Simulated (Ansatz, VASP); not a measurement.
Two plane-wave programs on Al2GaSb3

```
CELL_PARAMETERS angstrom
4.38590 0.00000 0.00000
-2.19295 3.79830 0.00000
0.00000 0.00000 21.67245
ATOMIC_POSITIONS crystal
Al 0.00000 0.00000 0.16679
Al 0.66667 0.33333 0.99988
Al 0.66667 0.33333 0.33353
Al 0.66667 0.33333 0.66661
Ga 0.00000 0.00000 0.50043
Ga 0.00000 0.00000 0.83364
Sb 0.00000 0.00000 0.29155
Sb 0.00000 0.00000 0.62494
Sb 0.00000 0.00000 0.95815
Sb 0.66667 0.33333 0.12473
Sb 0.66667 0.33333 0.45839
Sb 0.66667 0.33333 0.79156
```

Alike in both runs: task single point; functional PBE; k mesh 6 × 6 × 1; occupations gaussian, width 0.1 eV; no spin polarisation.

```csv
,VASP,Ansatz
version,VASP 6.6.1,Ansatz 0.2.0
potentials or method,"VASP PAW PBE potentials, release 64 (Al, Ga_d, Sb), cutoff 520 eV","scalar-relativistic, plane waves, PAW"
valence electrons in the cell,68,128
```

|  | VASP | Ansatz | Ansatz less VASP |
| --- | --- | --- | --- |
| gap on the k mesh at the Fermi level (eV) | 0.25 | 0.25 | +0.004 |
| least direct gap on the mesh (eV) | 0.25 | 0.25 | +0.004 |
| pressure (GPa) | 0.1 | 0.0 | -0.14 |
| traceless stress, the component that is largest in VASP (GPa) | -0.05 | -0.05 | +0.002 |
| rms of the force components (eV/Å) | 0.003 | 0.003 | -0.0005 |

Atom by atom the forces differ by 0.003 eV/Å (rms over components). The functional is the same, so the differences come from potentials, cutoffs and numerics. VASP's potentials hold 68 valence electrons a cell and Ansatz's 128, so a difference there can come from the potentials and not from the codes.

Neither program's run includes spin-orbit coupling.
